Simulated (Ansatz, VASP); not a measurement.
## SiC in VASP and in Ansatz

INCAR

```
  PREC = Accurate
  ENCUT = 520
  EDIFF = 1E-6
  ISMEAR = 0
  SIGMA = 0.05
  LREAL = False
  LASPH = True
  NELM = 100
  ALGO = Normal
  ISIF = 2
  LWAVE = False
  LCHARG = False
  GGA = PS
  NBANDS = 11
```

The input KPOINTS:

```
Automatic mesh
0
Gamma
  12 12 12
```

POSCAR

```
SiC
1.0
    0.0000000000      2.2295291477      2.2295291477
    2.2295291477      0.0000000000      2.2295291477
    2.1711154840      2.1711154840      0.0584136637
Si C
1 1
Direct
    0.0000000000      0.0000000000      0.0000000000
    0.7500000000      0.7500000000      0.7500000000
```

Input for Ansatz:

```yaml
crystal:
  lattice:
    - [0.0, 2.2295291477, 2.2295291477]
    - [2.2295291477, 0.0, 2.2295291477]
    - [2.171115484, 2.171115484, 0.0584136637]
  atoms:
    - { symbol: Si, position: [0.0, 0.0, 0.0] }
    - { symbol: C, position: [0.75, 0.75, 0.75] }
basis:
  ecutwfc: 520.0
kpoints:
  mp_grid: { grid: [12, 12, 12] }
hamiltonian:
  xc: pbesol
  pseudopotentials: { kind: paw, azcp: { folder: soft_1 } }
scf:
  occupations: { method: gaussian, width: 0.05 }
output:
  forces: true
  stress: true
  eigenvalues: true
```

Alike in both runs: task single point; functional PBEsol; k mesh 12 × 12 × 12; occupations gaussian, width 0.05 eV; no spin polarisation.

|  | VASP | Ansatz |
| --- | --- | --- |
| version | VASP 6.6.1 | Ansatz 0.2.0 |
| potentials or method | VASP PAW PBE potentials, release 64 (Si, C), cutoff 520 eV | scalar-relativistic, plane waves, PAW |
| valence electrons in the cell | 8 | 8 |

Ansatz gave:

```
gap on the k mesh at the Fermi level (eV)                     : 1.12
least direct gap on the mesh (eV)                             : 4.18
pressure (GPa)                                                : -5.7
traceless stress, the component that is largest in VASP (GPa) : 6.93
rms of the force components (eV/Å)                            : 0.233
```

**Question.** Estimate VASP's values.

**Answer.** gap on the k mesh at the Fermi level (eV): 1.11; least direct gap on the mesh (eV): 4.17; pressure (GPa): -5.4; traceless stress, the component that is largest in VASP (GPa): 6.99; rms of the force components (eV/Å): 0.236.

VASP's potentials were made for PBE, not for PBEsol, and Ansatz warns of the same on its side. Atom by atom the forces differ by 0.003 eV/Å (rms over components). The functional is the same, so the differences come from potentials, cutoffs and numerics.
